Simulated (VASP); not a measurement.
# In3P (R-3m) in VASP: notebook, part 2 of 2

VASP 6.6.1. The steps go on from the part before.

### Step 4. Relaxation of cell and atoms, PBE

This run uses another cell than the first one, of 26.33 Å³/atom.

The input, INCAR:

```
PREC = Accurate
ENCUT = 600
EDIFF = 1E-7
ISMEAR = 0
SIGMA = 0.1
LREAL = False
LASPH = True
NELM = 80
ALGO = Normal
ISIF = 3
LWAVE = False
LCHARG = False
GGA = PE
IBRION = 2
NSW = 90
EDIFFG = -0.04
```

The input, KPOINTS:

```
Automatic mesh
0
Gamma
  6 6 6
```

The input, POSCAR:

```
In3P
1.0
    3.0453995800      1.7582622700      3.2782798600
   -3.0453995800      1.7582622700      3.2782798600
    0.0000000000     -3.5165245300      3.2782798600
In P
3 1
Direct
    0.0000000000      0.0000000000      0.5000000000
    0.5000000000      0.0000000000      0.0000000000
    0.0000000000      0.5000000000      0.0000000000
    0.0000000000      0.0000000000      0.0000000000
```

Potentials or basis: VASP PAW PBE potentials, release 64 (In_d, P).

Started as:

```
$ cat potpaw_PBE.64/In_d/POTCAR potpaw_PBE.64/P/POTCAR > POTCAR
$ mpirun -np 1 vasp_std > vasp.out
```

OUTCAR:

```text
PREC = Accurate
   ENCUT = 600
   EDIFF = 1E-7
   ISMEAR = 0
   LREAL = False
   LASPH = True
   NELM = 80
   ISIF = 3
   GGA = PE
   IBRION = 2
   NSW = 90
   EDIFFG = -0.04

 ion  position               nearest neighbor table
   1  0.000  0.000  0.500-   4 2.40   4 2.40   3 3.05   2 3.05   3 3.05   2 3.05   2 3.72   3 3.72
                             3 3.72   2 3.72
   2  0.500  0.000  0.000-   4 2.40   4 2.40   1 3.05   1 3.05   3 3.05   3 3.05   1 3.72   1 3.72
                             3 3.72   3 3.72
   3  0.000  0.500  0.000-   4 2.40   4 2.40   1 3.05   1 3.05   2 3.05   2 3.05   1 3.72   1 3.72
                             2 3.72   2 3.72
   4  0.000  0.000  0.000-   1 2.40   1 2.40   3 2.40   2 2.40   3 2.40   2 2.40

  LATTYP: Found a trigonal (rhomboedric) cell.
 ALAT       =     4.8076047729
 COS(alpha) =     0.1974704227

  Lattice vectors:

 A1 = (   3.0453995800,   1.7582622700,   3.2782798600)
 A2 = (  -3.0453995800,   1.7582622700,   3.2782798600)
 A3 = (   0.0000000000,  -3.5165245300,   3.2782798600)

Analysis of symmetry for initial positions (statically):
=====================================================================
 Subroutine PRICEL returns:
 Original cell was already a primitive cell.

 Routine SETGRP: Setting up the symmetry group for a
 trigonal (rhombohedral) supercell.

 Subroutine GETGRP returns: Found 12 space group operations
[... 169 lines left out ...]
  free energy    TOTEN  =        -9.22384476 eV

  energy without entropy =       -9.21040594  energy(sigma->0) =       -9.21712535

 E-fermi :   6.6877     XC(G=0):  -9.4722

 val. band max:        6.6747382439   @ k =   0.5000   0.3333   0.1667
 cond. band min:       6.6882325087   @ k =  -0.3333   0.1667  -0.0000
 fundamental gap:      0.0134942648
 Fermi energy:         6.6877135866

 k-point     1 :       0.0000    0.0000    0.0000
  band No.  band energies     occupation
      1     -10.2239      2.00000
      2      -8.9523      2.00000
      3      -8.8371      2.00000
      4      -8.8371      2.00000
      5      -8.5841      2.00000
      6      -8.5841      2.00000
[... 794 lines left out ...]
  FREE ENERGIE OF THE ION-ELECTRON SYSTEM (eV)
  ---------------------------------------------------
  free  energy   TOTEN  =       -11.0283115052 eV

  energy  without entropy=      -10.9915840609  energy(sigma->0) =      -11.00994778

[... ionic steps 4 to 10 ...]

--------------------------------------- Ionic step       11  -------------------------------------------

 number of electron      43.9999985 magnetization

------------------------ aborting loop because EDIFF is reached ----------------------------------------
[... 71 lines left out ...]
--------------------------------------- Ionic step       13  -------------------------------------------

 number of electron      43.9999984 magnetization

 Free energy of the ion-electron system (eV)
  ---------------------------------------------------
  ext. energy  EPLUGINS =         0.00000000
  ---------------------------------------------------
  free energy    TOTEN  =       -11.34137427 eV

  energy without entropy =      -11.32710377  energy(sigma->0) =      -11.33423902

 E-fermi :   3.6444     XC(G=0):  -8.0860

 val. band max:        3.5801901552   @ k =  -0.3333   0.3333   0.1667
 cond. band min:       3.6641189317   @ k =   0.5000   0.5000   0.3333
 fundamental gap:      0.0839287765
 Fermi energy:         3.6443922346

 k-point     1 :       0.0000    0.0000    0.0000
  band No.  band energies     occupation
      1     -11.3622      2.00000
      2     -11.2370      2.00000
      3     -11.2370      2.00000
      4     -11.2243      2.00000
      5     -11.0084      2.00000
      6     -10.9622      2.00000
[... 718 lines left out ...]
  FREE ENERGIE OF THE ION-ELECTRON SYSTEM (eV)
  ---------------------------------------------------
  free  energy   TOTEN  =       -11.3413742736 eV

  energy  without entropy=      -11.3271037698  energy(sigma->0) =      -11.33423902

 reached required accuracy - stopping structural energy minimisation
```

CONTCAR:

```text
In3P
   1.00000000000000
     3.0516287490878833    1.7618586835548200    4.3984495471123575
    -3.0516287490878833    1.7618586835548200    4.3984495471123575
     0.0000000000000000   -3.5237173539228541    4.3984495451959109
  In              P
     3     1
Direct
     1.0000000000000000    0.0000000000000000    0.5000000000000000
     0.5000000000000000    0.0000000000000000    0.0000000000000000
     0.0000000000000000    0.5000000000000000    0.0000000000000000
     0.0000000000000000    0.0000000000000000    0.0000000000000000

  0.00000000E+00  0.00000000E+00  0.00000000E+00
  0.00000000E+00  0.00000000E+00  0.00000000E+00
  0.00000000E+00  0.00000000E+00  0.00000000E+00
  0.00000000E+00  0.00000000E+00  0.00000000E+00
```

Run time: 11 min. Hardware: 1 thread of AMD EPYC 9R45 (Zen 5), shared host; peak memory 0.27 GiB.

What came out:

* Free energy: -11.3414 eV
* Relaxed volume: 35.47 Å³/atom
* Relaxed cell: a = 5.636 Å, b = 5.636 Å, c = 5.636 Å, α = 65.57°, β = 65.57°, γ = 65.57°
* Space group after relaxing (to 0.1 Å): R-3m (No. 166)
* Energy gained by relaxing: 529.4 meV/atom
* Ionic steps: 13
* Pressure after relaxing: 0.0 GPa
* Band gap on the k mesh: zero (bands 22 and 23 overlap by 1.84 eV)

Step by step:
| step | energy change (eV) | largest force (eV/Å) | pressure (GPa) | volume (Å³) |
| --- | --- | --- | --- | --- |
| 1 | 0.0000 | 0.0000 | 18.08 | 105.32 |
| 2 | -1.8029 | 0.0000 | -0.49 | 157.34 |
| 3 | -1.8045 | 0.0000 | 0.11 | 151.37 |
| 4 | -1.8067 | 0.0000 | -0.20 | 154.24 |
| 5 | -1.8525 | 0.0000 | -0.33 | 153.78 |
| 6 | -1.9799 | 0.0000 | -0.76 | 151.93 |
| 7 | -2.0978 | 0.0000 | -0.79 | 146.19 |
| 8 | -2.0943 | 0.0000 | -0.95 | 148.22 |
| 9 | -2.1008 | 0.0000 | -0.92 | 147.49 |
| 10 | -2.0873 | 0.0000 | 1.27 | 135.87 |
| 11 | -2.1163 | 0.0000 | -0.11 | 142.35 |
| 12 | -2.1163 | 0.0000 | -0.09 | 142.24 |
| 13 | -2.1175 | 0.0000 | 0.00 | 141.89 |

Final structure:
```
In P
1.0
     3.05163    1.76186    4.39845
    -3.05163    1.76186    4.39845
     0.00000   -3.52372    4.39845
In P
3 1
Direct
  0.00000 0.00000 0.50000
  0.50000 0.00000 0.00000
  0.00000 0.50000 0.00000
  0.00000 0.00000 0.00000
```

Caveat: the volume moved by over 15 % at a fixed basis, so the end points are rough; spin-orbit coupling is left out, which moves the levels of the heavy elements.

### Step 5. Single point, PBE

The input, INCAR:

```
PREC = Accurate
ENCUT = 520
EDIFF = 1E-6
ISMEAR = 0
SIGMA = 0.1
LREAL = False
LASPH = True
NELM = 100
ALGO = Normal
ISIF = 2
LWAVE = False
LCHARG = False
GGA = PE
NBANDS = 30
```

The input, KPOINTS:

```
regular mesh
0
Gamma
  12 12 12
```

The input, POSCAR:

```
In3P
1.0
    3.0745458958      1.7750899006      4.3568672260
   -3.0745458958      1.7750899006      4.3568672260
    0.0000000000     -3.5501798012      4.3568672260
In P
3 1
Direct
    0.0000000000      0.0000000000      0.5000000000
    0.5000000000      0.0000000000      0.0000000000
    0.0000000000      0.5000000000      0.0000000000
    0.0000000000      0.0000000000      0.0000000000
```

Potentials or basis: VASP PAW PBE potentials, release 64 (In_d, P).

Started as:

```
$ cat potpaw_PBE.64/In_d/POTCAR potpaw_PBE.64/P/POTCAR > POTCAR
$ mpirun -np 1 vasp_std > vasp.out
```

OUTCAR:

```text
PREC = Accurate
   ENCUT = 520
   EDIFF = 1E-6
   ISMEAR = 0
   LREAL = False
   LASPH = True
   NELM = 100
   ISIF = 2
   GGA = PE

 ion  position               nearest neighbor table
   1  0.000  0.000  0.500-   4 2.81   4 2.81   3 3.07   2 3.07   3 3.07   2 3.07
   2  0.500  0.000  0.000-   4 2.81   4 2.81   3 3.07   3 3.07   1 3.07   1 3.07
   3  0.000  0.500  0.000-   4 2.81   4 2.81   2 3.07   2 3.07   1 3.07   1 3.07
   4  0.000  0.000  0.000-   2 2.81   3 2.81   3 2.81   2 2.81   1 2.81   1 2.81

  LATTYP: Found a trigonal (rhomboedric) cell.
[... 993 lines left out ...]
  --------------------------------------------------------------------------------------
  -------------------------------------------------------------------------------------
  Total       -0.0235007     -0.0235007     -0.0519642      0.0000000     -0.0000000      0.0000000
  in kB       -0.2639153     -0.2639153     -0.5835629      0.0000000     -0.0000000      0.0000000
  external PRESSURE =      -0.3704645 kB  Pullay stress =       0.0000000 kB

 VOLUME and BASIS-vectors are now :
 -----------------------------------------------------------------------------
  energy-cutoff  :      520.00
  volume of cell :      142.67
      direct lattice vectors                 reciprocal lattice vectors
     3.074545896  1.775089901  4.356867226     0.162625642  0.093891958  0.076507572
    -3.074545896  1.775089901  4.356867226    -0.162625642  0.093891958  0.076507572
     0.000000000 -3.550179801  4.356867226     0.000000000 -0.187783916  0.076507572

 POSITION                                       TOTAL-FORCE (eV/Angst)
 -----------------------------------------------------------------------------------
      0.00000     -1.77509      2.17843        -0.000000     -0.000000      0.000000
      1.53727      0.88754      2.17843        -0.000000     -0.000000      0.000000
     -1.53727      0.88754      2.17843         0.000000      0.000000     -0.000000
      0.00000      0.00000      0.00000        -0.000000      0.000000     -0.000000
 -----------------------------------------------------------------------------------
    total drift:                               -0.000000      0.000000     -0.000000

  FREE ENERGIE OF THE ION-ELECTRON SYSTEM (eV)
  ---------------------------------------------------
  free  energy   TOTEN  =       -11.4045389202 eV

  energy  without entropy=      -11.3888244386  energy(sigma->0) =      -11.39668168
```

OSZICAR:

```text
N       E                     dE             d eps       ncg     rms          rms(c)
DAV:   1     0.391646976980E+03    0.39165E+03   -0.20669E+04 11340   0.167E+03
DAV:   2     0.278603832072E+02   -0.36379E+03   -0.35585E+03 11382   0.419E+02
DAV:   3    -0.101583390480E+02   -0.38019E+02   -0.37257E+02 13754   0.156E+02
DAV:   4    -0.119643512483E+02   -0.18060E+01   -0.17963E+01 13322   0.368E+01
DAV:   5    -0.120576112134E+02   -0.93260E-01   -0.93238E-01 16874   0.733E+00    0.580E+00
DAV:   6    -0.114014148990E+02    0.65620E+00   -0.28114E+00 15854   0.992E+00    0.332E+00
DAV:   7    -0.114076992088E+02   -0.62843E-02   -0.33843E-01 12836   0.275E+00    0.157E+00
DAV:   8    -0.114030942313E+02    0.46050E-02   -0.52781E-02 17142   0.114E+00    0.390E-01
DAV:   9    -0.114033398326E+02   -0.24560E-03   -0.14545E-02 15614   0.685E-01    0.174E-01
DAV:  10    -0.114042249424E+02   -0.88511E-03   -0.20753E-03 13120   0.352E-01    0.466E-02
DAV:  11    -0.114044785668E+02   -0.25362E-03   -0.46464E-04 14470   0.104E-01    0.325E-02
DAV:  12    -0.114045321525E+02   -0.53586E-04   -0.10615E-04 13220   0.565E-02    0.911E-03
DAV:  13    -0.114045382755E+02   -0.61229E-05   -0.12120E-05 12042   0.219E-02    0.852E-03
DAV:  14    -0.114045389202E+02   -0.64474E-06   -0.20489E-06 10006   0.899E-03
   1 F= -.11404539E+02 E0= -.11396682E+02  d E =-.157145E-01
```

stdout:

```text
POSCAR found type information on POSCAR InP
 POSCAR found :  2 types and       4 ions
 scaLAPACK will be used
 LDA part: xc-table for (Slater+PW92), standard interpolation
 POSCAR, INCAR and KPOINTS ok, starting setup
 FFT: planning ... GRIDC
 FFT: planning ... GRID_SOFT
 FFT: planning ... GRID
 WAVECAR not read
 entering main loop
```

It took 7.6 min on 1 thread of AMD EPYC 9R45 (Zen 5), shared host; peak memory 0.69 GiB.

What came out:

```yaml
Free_energy: -11.4045 eV
Pressure: 0.0 GPa
Band_gap_on_the_k_mesh: zero (bands 22 and 23 overlap by 1.78 eV)
```

Caveat: spin-orbit coupling is left out, which moves the levels of the heavy elements.

### Step 6. Overview

```csv
task,cell,k mesh,cutoff (eV),gap on the mesh (eV),pressure (GPa)
single point,"a = 5.652 Å, angles 65.3°, 4 atoms",6 × 6 × 6,520,none,-0.1
single point,"a = 4.808 Å, angles 78.6°, 4 atoms",6 × 6 × 6,520,none,18.1
relaxation of cell and atoms,"relaxed from a = 4.808 Å, angles 78.6°, 4 atoms",6 × 6 × 6,600,none,0.0
single point,"a = 5.620 Å, angles 66.3°, 4 atoms",12 × 12 × 12,520,none,0.0
```

Alike in all rows: level PBE; potentials or basis VASP PAW PBE potentials, release 64 (In_d, P); no spin polarisation; smearing gaussian 0.1 eV.

Caveats: spin-orbit coupling is left out, which moves the levels of the heavy elements; the stress differs along the axes, from 16 to 22 GPa (at least some runs); the volume moved by over 15 % at a fixed basis, so the end points are rough (at least some runs).

Absolute energies hang on the potentials; compare differences alone.

The gap in the log of VASP goes by the Fermi energy; the results here count the filled bands.